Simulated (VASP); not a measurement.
# Si2Mo (I4/mmm) in VASP: electric field gradients with PBE

Aim: the electric field gradients of Si2Mo with PBE.

Program: VASP 6.6.1. These are calculated values, not measurements. Logs are shortened: lines on timing, memory, paths and dates and some standing lists are left out, and cuts for length are marked.

### 1 The cell of the first run

Symmetry: I4/mmm, No. 139, tetragonal system. The conventional cell has a = 3.200 Å, b = 3.200 Å, c = 7.839 Å, α = 90.00°, β = 90.00°, γ = 90.00°. Si (site symmetry 4mm) has 9 Si at 2.59 to 3.20 Å and 5 Mo at 2.61 to 2.63 Å within 3.4 Å. Mo (site symmetry 4/mmm) has 10 Si at 2.61 to 2.63 Å and 4 Mo at 3.20 Å within 3.4 Å.

### 2 Electric field gradients, PBE

Input file INCAR:

```
SYSTEM = Si2Mo
  PREC = Accurate
  ENCUT = 520
  EDIFF = 1E-8
  ISMEAR = -1
  SIGMA = 0.05
  LREAL = .False.
  LASPH = .True.
  NELM = 100
  ALGO = Normal
  ISIF = 2
  LWAVE = .False.
  LCHARG = .False.
  GGA = PE
  LEFG = .True.
  NBANDS = 18
```

Input file KPOINTS:

```
regular mesh
0
Gamma
  16 16 16
  0 0 0
```

Input file POSCAR:

```
Si2Mo
1.0
   -1.5998054742      1.5998054742      3.9194723555
    1.5998054742     -1.5998054742      3.9194723555
    1.5998054742      1.5998054742     -3.9194723555
Si Mo
2 1
Direct
    0.6651147117      0.6651147117      0.0000000000
    0.3348852883      0.3348852883      0.0000000000
    0.0000000000      0.0000000000      0.0000000000
```

Potentials or basis: VASP PAW PBE potentials, release 64 (Si, Mo_sv).

Started as:

```bash
> cat potpaw_PBE.64/Si/POTCAR potpaw_PBE.64/Mo_sv/POTCAR > POTCAR
> mpirun -np 1 vasp_std > vasp.out
```

OUTCAR:

```text
SYSTEM = Si2Mo
   PREC = Accurate
   ENCUT = 520
   EDIFF = 1E-8
   ISMEAR = -1
   LREAL = .False.
   LASPH = .True.
   NELM = 100
   ISIF = 2
   GGA = PE

 ion  position               nearest neighbor table
   1  0.665  0.665  0.000-   2 2.59   3 2.61   3 2.61   3 2.61   3 2.61   2 2.62   2 2.62   2 2.62
                             2 2.62   3 2.63
   2  0.335  0.335  0.000-   1 2.59   3 2.61   3 2.61   3 2.61   3 2.61   1 2.62   1 2.62   1 2.62
                             1 2.62   3 2.63
   3  0.000  0.000  0.000-   1 2.61   1 2.61   1 2.61   2 2.61   1 2.61   2 2.61   2 2.61   2 2.61
                             1 2.63   2 2.63

  LATTYP: Found a body centered tetragonal cell.
 ALAT       =     3.1996109484
 C/A-ratio  =     2.4499680859

  Lattice vectors:

 A1 = (  -1.5998054742,   1.5998054742,   3.9194723555)
 A2 = (   1.5998054742,  -1.5998054742,   3.9194723555)
 A3 = (   1.5998054742,   1.5998054742,  -3.9194723555)

Analysis of symmetry for initial positions (statically):
=====================================================================
 Subroutine PRICEL returns:
 Original cell was already a primitive cell.

 Routine SETGRP: Setting up the symmetry group for a
 body centered tetragonal supercell.

 Subroutine GETGRP returns: Found 16 space group operations
 (whereof 16 operations were pure point group operations)
 out of a pool of 16 trial point group operations.

The static configuration has the point symmetry D_4h.

Analysis of symmetry for dynamics (positions and initial velocities):
=====================================================================
 Subroutine PRICEL returns:
 Original cell was already a primitive cell.

 Routine SETGRP: Setting up the symmetry group for a
 body centered tetragonal supercell.

 Subroutine GETGRP returns: Found 16 space group operations
 (whereof 16 operations were pure point group operations)
 out of a pool of 16 trial point group operations.

The dynamic configuration has the point symmetry D_4h.

 Subroutine INISYM returns: Found 16 space group operations
 (whereof 16 operations are pure point group operations),
 and found     1 'primitive' translations

----------------------------------------------------------------------------------------

                                     Primitive cell

  volume of cell :      40.1256
[... 130 lines left out ...]

 Free energy of the ion-electron system (eV)
  ---------------------------------------------------
  ext. energy  EPLUGINS =         0.00000000
  ---------------------------------------------------
  free energy    TOTEN  =       -23.25571099 eV

  energy without entropy =      -23.25346581  energy(sigma->0) =      -23.25458840

 E-fermi :  12.2925     XC(G=0): -12.4410

 val. band max:       12.2882958926   @ k =  -0.3750   0.5000   0.3750
 cond. band min:      12.2942122835   @ k =  -0.4375  -0.4375   0.3125
 fundamental gap:      0.0059163908
 Fermi energy:        12.2924659509

 k-point     1 :       0.0000    0.0000    0.0000
  band No.  band energies     occupation
      1     -48.4170      2.00000
      2     -22.5706      2.00000
      3     -22.4927      2.00000
      4     -22.4927      2.00000
      5      -1.1436      2.00000
      6       5.9004      2.00000
[... 481 lines left out ...]
      5      -1.0221      2.00000
      6       6.0091      2.00000
[... 10 lines left out ...]
     17      17.6831      0.00000
     18      17.9957      0.00000

 [... further k-points ...]
[... 5 lines left out ...]
  --------------------------------------------------------------------------------------
  -------------------------------------------------------------------------------------
  Total        0.8423562      0.8423562      0.8385567      0.0000000      0.0000000      0.0000000
  in kB       33.6344542     33.6344542     33.4827452      0.0000000      0.0000000      0.0000000
  external PRESSURE =      33.5838845 kB  Pullay stress =       0.0000000 kB

 VOLUME and BASIS-vectors are now :
 -----------------------------------------------------------------------------
  energy-cutoff  :      520.00
  volume of cell :       40.13
      direct lattice vectors                 reciprocal lattice vectors
    -1.599805474  1.599805474  3.919472355     0.000000000  0.312537998  0.127568191
     1.599805474 -1.599805474  3.919472355     0.312537998  0.000000000  0.127568191
     1.599805474  1.599805474 -3.919472355     0.312537998  0.312537998  0.000000000

 POSITION                                       TOTAL-FORCE (eV/Angst)
 -----------------------------------------------------------------------------------
      0.00000      0.00000      5.21380        -0.000000     -0.000000      0.007339
      0.00000      0.00000      2.62515        -0.000000     -0.000000     -0.007339
      0.00000      0.00000      0.00000         0.000000      0.000000     -0.000000
 -----------------------------------------------------------------------------------
    total drift:                               -0.000000      0.000000      0.000000

  FREE ENERGIE OF THE ION-ELECTRON SYSTEM (eV)
  ---------------------------------------------------
  free  energy   TOTEN  =       -23.2557109869 eV

  energy  without entropy=      -23.2534658116  energy(sigma->0) =      -23.25458840

 Electric field gradients (V/A^2)
---------------------------------------------------------------------
 ion       V_xx      V_yy      V_zz      V_xy      V_xz      V_yz
---------------------------------------------------------------------
   1       5.792     5.792   -11.585    -0.000    -0.000    -0.000
   2       5.792     5.792   -11.585    -0.000    -0.000    -0.000
   3      30.233    30.233   -60.465     0.001     0.000     0.000
---------------------------------------------------------------------

 Electric field gradients after diagonalization (V/A^2)
 (convention: |V_zz| > |V_xx| > |V_yy|)
----------------------------------------------------------------------
 ion       V_xx      V_yy      V_zz     asymmetry (V_yy - V_xx)/ V_zz
----------------------------------------------------------------------
   1       5.792     5.792   -11.585       0.000
   2       5.792     5.792   -11.585       0.000
   3      30.233    30.232   -60.465       0.000
----------------------------------------------------------------------

           NMR quadrupolar parameters

 Cq : quadrupolar parameter    Cq=e*Q*V_zz/h
 eta: asymmetry parameters     (V_yy - V_xx)/ V_zz
 Q  : nuclear electric quadrupole moment in mb (millibarn)
----------------------------------------------------------------------
 ion       Cq(MHz)       eta       Q (mb)
----------------------------------------------------------------------
   1      -0.028       0.000       1.000
   2      -0.028       0.000       1.000
   3      -0.146       0.000       1.000
----------------------------------------------------------------------
```

OSZICAR:

```text
N       E                     dE             d eps       ncg     rms          rms(c)
DAV:   1     0.120299857107E+03    0.12030E+03   -0.11305E+04 12564   0.116E+03
DAV:   2    -0.210742458168E+02   -0.14137E+03   -0.13855E+03 14984   0.298E+02
DAV:   3    -0.241400687578E+02   -0.30658E+01   -0.30341E+01 15706   0.390E+01
DAV:   4    -0.241577120123E+02   -0.17643E-01   -0.17624E-01 14754   0.316E+00
DAV:   5    -0.241578302350E+02   -0.11822E-03   -0.11822E-03 14824   0.278E-01    0.216E+01
DAV:   6    -0.234138502932E+02    0.74398E+00   -0.57236E+00 13216   0.156E+01    0.475E+00
DAV:   7    -0.232907079193E+02    0.12314E+00   -0.86748E-01 13072   0.559E+00    0.450E+00
DAV:   8    -0.232564605658E+02    0.34247E-01   -0.99002E-02 13610   0.234E+00    0.452E-01
DAV:   9    -0.232557705339E+02    0.69003E-03   -0.19375E-03 14970   0.357E-01    0.250E-01
DAV:  10    -0.232557261625E+02    0.44371E-04   -0.51384E-04 13942   0.190E-01    0.530E-02
DAV:  11    -0.232557143619E+02    0.11801E-04   -0.16794E-04 13746   0.964E-02    0.405E-02
DAV:  12    -0.232557118672E+02    0.24947E-05   -0.26027E-05 13400   0.359E-02    0.913E-03
DAV:  13    -0.232557111649E+02    0.70231E-06   -0.15945E-06 13564   0.104E-02    0.253E-03
DAV:  14    -0.232557110050E+02    0.15993E-06   -0.39188E-08 12790   0.138E-03    0.579E-04
DAV:  15    -0.232557109770E+02    0.27982E-07   -0.35059E-09  7094   0.434E-04    0.639E-04
DAV:  16    -0.232557109869E+02   -0.98426E-08   -0.55217E-10  6888   0.170E-04
   1 F= -.23255711E+02 E0= -.23254588E+02  d E =-.224518E-02
```

Wall time 3.7 min (1 thread of Intel Xeon Platinum 8488C (Sapphire Rapids), shared host); peak memory 0.38 GiB.

What came out:

```
Free energy            : -23.2557 eV
Pressure               : 3.4 GPa
Largest force          : 0.007 eV/Å
Band gap on the k mesh : zero (band 11 reaches 12.79 eV, above the bottom of band 12 at 11.82 eV)
```

Forces in eV/Å, atoms in the order of the input:
```
Si   0.000  0.000  0.007
Si   0.000  0.000 -0.007
Mo   0.000  0.000  0.000
```

Electric field gradients, principal values (V/Å²):
| atom | least | middle | greatest (by size) |
| --- | --- | --- | --- |
| 1 Si | 5.792 | 5.792 | -11.585 |
| 2 Si | 5.792 | 5.792 | -11.585 |
| 3 Mo | 30.232 | 30.233 | -60.465 |

Caveat: without QUAD_EFG the Cq values of the log hold for a quadrupole moment of 1 mb, not for the nuclei.
